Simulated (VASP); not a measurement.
# Se (R-3m) in VASP: notebook

The runs below take Se through single point, relaxation of cell and atoms, with PBE.

All numbers are computed with VASP 6.6.1; they aren't measurements. Logs are shortened: lines on timing, memory, paths and dates and some standing lists are left out, and cuts for length are marked.

## Step 1: The cell of the first run

The structure is trigonal, space group R-3m (No. 166). The conventional cell has a = 3.892 Å, b = 3.892 Å, c = 2.748 Å, α = 90.00°, β = 90.00°, γ = 120.00°. Se (site symmetry -3m) has 14 Se at 2.43 to 2.90 Å within 3.2 Å.

## Step 2: Single point, PBE

The input, INCAR:

```
SYSTEM = Se
ALGO = Normal
EDIFF = 1E-6
ENCUT = 500
GGA = PE
GGA_COMPAT = .False.
ISIF = 2
ISMEAR = 0
LASPH = .True.
LCHARG = .False.
LREAL = .False.
LWAVE = .False.
NBANDS = 9
NELM = 120
PREC = Accurate
SIGMA = 0.1
```

The input, KPOINTS:

```
k-points
0
Gamma
  9 9 9
  0 0 0
```

The input, POSCAR:

```
Se
1.0
    1.9462290752      1.1236558805      0.9161464335
   -1.9462290752      1.1236558805      0.9161464335
    0.0000000000     -2.2473117609      0.9161464335
Se
1
Direct
    0.0000000000      0.0000000000      0.0000000000
```

Potentials or basis: VASP PAW PBE potentials, release 64 (Se).

Command:

```
> cat potpaw_PBE.64/Se/POTCAR > POTCAR
> mpirun -np 1 vasp_std > vasp.out
```

OUTCAR:

```text
SYSTEM = Se
   EDIFF = 1E-6
   ENCUT = 500
   GGA = PE
   ISIF = 2
   ISMEAR = 0
   LASPH = .True.
   LREAL = .False.
   NELM = 120
   PREC = Accurate

 ion  position               nearest neighbor table
   1  0.000  0.000  0.000-

  LATTYP: Found a trigonal (rhomboedric) cell.
 ALAT       =     2.4268775079
 COS(alpha) =    -0.2862405437

  Lattice vectors:

 A1 = (   1.9462290752,   1.1236558805,   0.9161464335)
 A2 = (  -1.9462290752,   1.1236558805,   0.9161464335)
 A3 = (   0.0000000000,  -2.2473117609,   0.9161464335)

Analysis of symmetry for initial positions (statically):
=====================================================================
 Subroutine PRICEL returns:
 Original cell was already a primitive cell.

 Routine SETGRP: Setting up the symmetry group for a
 trigonal (rhombohedral) supercell.

 Subroutine GETGRP returns: Found 12 space group operations
 (whereof 12 operations were pure point group operations)
 out of a pool of 12 trial point group operations.

The static configuration has the point symmetry D_3d.

Analysis of symmetry for dynamics (positions and initial velocities):
=====================================================================
 Subroutine PRICEL returns:
 Original cell was already a primitive cell.

 Routine SETGRP: Setting up the symmetry group for a
 trigonal (rhombohedral) supercell.

 Subroutine GETGRP returns: Found 12 space group operations
 (whereof 12 operations were pure point group operations)
 out of a pool of 12 trial point group operations.

The dynamic configuration has the point symmetry D_3d.

 Subroutine INISYM returns: Found 12 space group operations
 (whereof 12 operations are pure point group operations),
 and found     1 'primitive' translations

----------------------------------------------------------------------------------------

                                     Primitive cell

  volume of cell :      12.0211

  direct lattice vectors                    reciprocal lattice vectors
     1.946229075  1.123655881  0.916146434     0.256907065  0.148325363  0.363842854
    -1.946229075  1.123655881  0.916146434    -0.256907065  0.148325363  0.363842854
     0.000000000 -2.247311761  0.916146434     0.000000000 -0.296650727  0.363842854

  length of vectors
     2.426877508  2.426877508  2.426877508     0.469449972  0.469449972  0.469449972

  position of ions in fractional coordinates (direct lattice)
     0.000000000  0.000000000  0.000000000

  ion indices of the primitive-cell ions
   primitive index   ion index
                 1           1

----------------------------------------------------------------------------------------

 KPOINTS: k-points

Automatic generation of k-mesh.
 Grid dimensions read from file:
 generate k-points for:    9    9    9

 Generating k-lattice:

  Cartesian coordinates                     Fractional coordinates (reciprocal lattice)
     0.028545229  0.016480596  0.040426984     0.111111111 -0.000000000  0.000000000
    -0.028545229  0.016480596  0.040426984    -0.000000000  0.111111111  0.000000000
     0.000000000 -0.032961192  0.040426984     0.000000000  0.000000000  0.111111111

  Length of vectors
     0.052161108  0.052161108  0.052161108

  Shift w.r.t. Gamma in fractional coordinates (k-lattice)
     0.000000000  0.000000000  0.000000000

 Subroutine IBZKPT returns following result:
 ===========================================

 Found     85 irreducible k-points:

 Following reciprocal coordinates:
            Coordinates               Weight
  0.000000  0.000000  0.000000      1.000000
  0.111111 -0.000000  0.000000      6.000000
  0.222222 -0.000000  0.000000      6.000000
  0.333333 -0.000000  0.000000      6.000000
  0.444444 -0.000000  0.000000      6.000000
  0.111111  0.111111  0.000000      6.000000
[... 16 lines left out ...]
 -0.333333  0.333333  0.000000      6.000000
  0.444444  0.444444  0.000000      6.000000
 [... further k-points ...]
   k-points           NKPTS =     85   k-points in BZ     NKDIM =     85   number of bands    NBANDS=      9
   number of dos      NEDOS =    301   number of ions     NIONS =      1
   total plane-waves  NPLWV =   5832
   dimension x,y,z NGX =    18 NGY =   18 NGZ =   18
   dimension x,y,z NGXF=    36 NGYF=   36 NGZF=   36
   ions per type =               1
   NGX,Y,Z   is equivalent  to a cutoff of  12.33, 12.33, 12.33 a.u.
   NGXF,Y,Z  is equivalent  to a cutoff of  24.66, 24.66, 24.66 a.u.
 SYSTEM =  Se
   PREC   = accura    normal or accurate (medium, high low for compatibility)
   ISTART =      0    job   : 0-new  1-cont  2-samecut
   ICHARG =      2    charge: 1-file 2-atom 10-const
   ISPIN  =      1    spin polarized calculation?
   LNONCOLLINEAR =      F non collinear calculations
   LSORBIT =      F    spin-orbit coupling
   LASPH  =      T    aspherical Exc in radial PAW
   ENCUT  =  500.0 eV  36.75 Ry    6.06 a.u.   4.42  4.42  4.42*2*pi/ulx,y,z
   NELM   =    120;   NELMIN=  2; NELMDL= -5     # of ELM steps
   EDIFF  = 0.1E-05   stopping-criterion for ELM
   LREAL  =      F    real-space projection
   EDIFFG = 0.1E-04   stopping-criterion for IOM
   NSW    =      0    number of steps for IOM
   IBRION =     -1    ionic relax: 0-MD 1-quasi-New 2-CG
   NFREE  =      0    steps in history (QN), initial steepest desc. (CG)
   ISIF   =      2    stress and relaxation
   ISYM   =      2    0-nonsym 1-usesym 2-fastsym
   POTIM  = 0.5000    time-step for ionic-motion
   TEBEG  =    0.0;   TEEND  =   0.0 temperature during run
   PSTRESS=    0.0 pullay stress
   NELECT =       6.0000    total number of electrons
   NUPDOWN=      -1.0000    fix difference up-down
   EMIN   =  10.00;   EMAX   =-10.00  energy-range for DOS
   EFERMI =   0.00;   METHOD = LEGACY
   ISMEAR =     0;   SIGMA  =   0.10  broadening in eV -4-tet -1-fermi 0-gaus
   EFERMI_NEDOS =   21; number of points for ismear=-14 and -15
   IALGO  =     38    algorithm
   IMIX   =      4    mixing-type and parameters
     AMIX     =   0.40;   BMIX     =  1.00
     AMIX_MAG =   1.60;   BMIX_MAG =  1.00
  volume/ion in A,a.u.               =      12.02        81.12
  Fermi-wavevector in a.u.,A,eV,Ry     =   1.298606  2.454010 22.944563  1.686378
  Thomas-Fermi vector in A             =   2.429924
   LORBIT       =      0    0 simple, 1 ext, 2 COOP (PROOUT), +10 PAW based schemes
   GGA     = PE    functional components
   LHFCALC =     F    Hartree Fock is set to
   AEXX    =    0.0000 exact exchange contribution
   IVDW    =     0    specifies the selected vdW correction
   LEPSILON=     F    determine dielectric tensor
   LRPA    =     F    only Hartree local field effects (RPA)
 non-spin polarized calculation
 Gauss-broadening in eV      SIGMA  =   0.10
  energy-cutoff  :      500.00
  volume of cell :       12.02
 maximum number of plane-waves:       318
 NGX is ok and might be reduce to    18
   NGX =  9   NGY =  9   NGZ =  9

 number of electron       5.9999999 magnetization

 Free energy of the ion-electron system (eV)
  ---------------------------------------------------
  ext. energy  EPLUGINS =         0.00000000
  ---------------------------------------------------
  free energy    TOTEN  =        -0.86746056 eV

  energy without entropy =       -0.86484542  energy(sigma->0) =       -0.86615299

 E-fermi :  13.6042     XC(G=0): -13.1314

 val. band max:       13.5865871660   @ k =  -0.2222   0.2222   0.0000
 cond. band min:      13.6365045794   @ k =  -0.4444   0.4444   0.2222
 fundamental gap:      0.0499174134
 Fermi energy:        13.6041673466

 k-point     1 :       0.0000    0.0000    0.0000
  band No.  band energies     occupation
      1      -9.0032      2.00000
      2      18.3906      0.00000
      3      20.7874      0.00000
      4      20.7874      0.00000
      5      25.5016      0.00000
      6      25.5016      0.00000
      7      28.2411      0.00000
      8      32.3578      0.00000
      9      32.3581      0.00000

 k-point     2 :       0.1111   -0.0000    0.0000
  band No.  band energies     occupation
      1      -8.6060      2.00000
      2      15.9826      0.00000
      3      18.8101      0.00000
      4      20.2632      0.00000
      5      25.3411      0.00000
      6      27.0250      0.00000
      7      28.9201      0.00000
      8      31.2049      0.00000
      9      31.8258      0.00000

 k-point     3 :       0.2222   -0.0000    0.0000
  band No.  band energies     occupation
      1      -7.4215      2.00000
      2      10.8625      2.00000
      3      17.3030      0.00000
      4      19.3221      0.00000
      5      24.1134      0.00000
      6      25.4238      0.00000
      7      31.6679      0.00000
      8      32.1781      0.00000
      9      33.7395      0.00000

 k-point     4 :       0.3333   -0.0000    0.0000
  band No.  band energies     occupation
      1      -5.4906      2.00000
      2       5.9733      2.00000
      3      16.1845      0.00000
      4      18.5962      0.00000
      5      22.6072      0.00000
      6      23.8650      0.00000
      7      33.6067      0.00000
      8      35.7360      0.00000
      9      36.4181      0.00000
[... 205 lines left out ...]
 k-point    22 :      -0.4444    0.3333    0.0000
  band No.  band energies     occupation
      1      -2.8989      2.00000
      2       5.6843      2.00000
      3      10.1709      2.00000
      4      18.0877      0.00000
      5      21.4621      0.00000
      6      24.7727      0.00000
      7      29.7160      0.00000
      8      34.4777      0.00000
      9      36.7812      0.00000

 k-point    23 :      -0.3333    0.3333    0.0000
  band No.  band energies     occupation
      1      -4.6772      2.00000
      2       8.1728      2.00000
      3      12.8608      2.00000
      4      19.1072      0.00000
      5      19.1973      0.00000
      6      24.5417      0.00000
      7      29.7289      0.00000
      8      31.1274      0.00000
      9      39.4550      0.00000

 k-point    24 :       0.4444    0.4444    0.0000
  band No.  band energies     occupation
      1      -0.0545      2.00000
      2       2.1192      2.00000
      3       9.5212      2.00000
      4      17.7637      0.00000
      5      21.0950      0.00000
      6      24.5065      0.00000
      7      32.6150      0.00000
      8      32.9002      0.00000
      9      37.6670      0.00000

 [... further k-points ...]

------------------------ aborting loop because EDIFF is reached ----------------------------------------

  FORCE on cell =-STRESS in cart. coord.  units (eV):
  Direction    XX          YY          ZZ          XY          YZ          ZX
  --------------------------------------------------------------------------------------
  -------------------------------------------------------------------------------------
  Total        9.4438408      9.4438408      9.5503838      0.0000000      0.0000000      0.0000000
  in kB     1258.6813833   1258.6813832   1272.8815057      0.0000000      0.0000000      0.0000000
  external PRESSURE =    1263.4147574 kB  Pullay stress =       0.0000000 kB

 VOLUME and BASIS-vectors are now :
 -----------------------------------------------------------------------------
  energy-cutoff  :      500.00
  volume of cell :       12.02
      direct lattice vectors                 reciprocal lattice vectors
     1.946229075  1.123655881  0.916146434     0.256907065  0.148325363  0.363842854
    -1.946229075  1.123655881  0.916146434    -0.256907065  0.148325363  0.363842854
     0.000000000 -2.247311761  0.916146434     0.000000000 -0.296650727  0.363842854

 POSITION                                       TOTAL-FORCE (eV/Angst)
 -----------------------------------------------------------------------------------
      0.00000      0.00000      0.00000         0.000000     -0.000000      0.000000
 -----------------------------------------------------------------------------------
    total drift:                                0.000000      0.000000     -0.000000

  FREE ENERGIE OF THE ION-ELECTRON SYSTEM (eV)
  ---------------------------------------------------
  free  energy   TOTEN  =        -0.8674605606 eV

  energy  without entropy=       -0.8648454218  energy(sigma->0) =       -0.86615299
```

It took 7.5 s on 1 thread of AMD EPYC 7R43 (Zen 3), shared host; peak memory 0.09 GiB.

What came out:

- Free energy: -0.8675 eV
- Pressure: 126.3 GPa
- Band gap on the k mesh: zero (bands 3 and 4 overlap by 13.34 eV)

Levels at points of the mesh, in eV from the Fermi level:
| k point | band 1 | band 2 | band 3 | band 4 | band 5 | band 6 | band 7 | band 8 |
| --- | --- | --- | --- | --- | --- | --- | --- | --- |
| (0.00, 0.00, 0.00) | -22.61 | 4.79 | 7.18 | 7.18 | 11.90 | 11.90 | 14.64 | 18.75 |

Caveat: the cell stands under pressure.

## Step 3: Single point, PBE

The input, INCAR:

```
PREC     = Accurate       # precision mode
ENCUT    = 500            # plane-wave cutoff, eV
EDIFF    = 1E-6           # SCF threshold, eV
ISMEAR   = 0              # smearing method
SIGMA    = 0.1            # smearing width, eV
LREAL    = F              # projectors in reciprocal space
LASPH    = T              # aspherical terms in the spheres
NELM     = 120            # most SCF steps
ALGO     = Normal         # electronic algorithm
ISIF     = 2              # what is computed and relaxed
LWAVE    = F              # write WAVECAR
LCHARG   = F              # write CHGCAR
GGA      = PE             # functional
NBANDS   = 9              # bands
GGA_COMPAT= F
```

The input, KPOINTS:

```
Automatic mesh
0
Gamma
  9 9 9
```

POSCAR is that of step 2.

Potentials or basis: VASP PAW PBE potentials, release 64 (Se).

Command:

```
> cat potpaw_PBE.64/Se/POTCAR > POTCAR
> mpirun -np 1 vasp_std > vasp.out
```

Wall time 12 s (1 thread of AMD EPYC 7R43 (Zen 3), shared host); peak memory 0.09 GiB.

It converged, with:

```
Free energy            : -0.8675 eV
Pressure               : 126.3 GPa
Band gap on the k mesh : zero (bands 3 and 4 overlap by 13.34 eV)
```

Stress tensor (GPa, compression positive):
```
125.87   0.00   0.00
  0.00 125.87   0.00
  0.00   0.00 127.29
```

Levels at points of the mesh, in eV from the Fermi level:
```tsv
k point	band 1	band 2	band 3	band 4	band 5	band 6	band 7	band 8
(0.00, 0.00, 0.00)	-22.61	4.79	7.18	7.18	11.90	11.90	14.64	18.75
```

Caveat: the cell stands under pressure.

(Part 1 of 2 ends here.)

The gap in the log of VASP goes by the Fermi energy; the results here count the filled bands.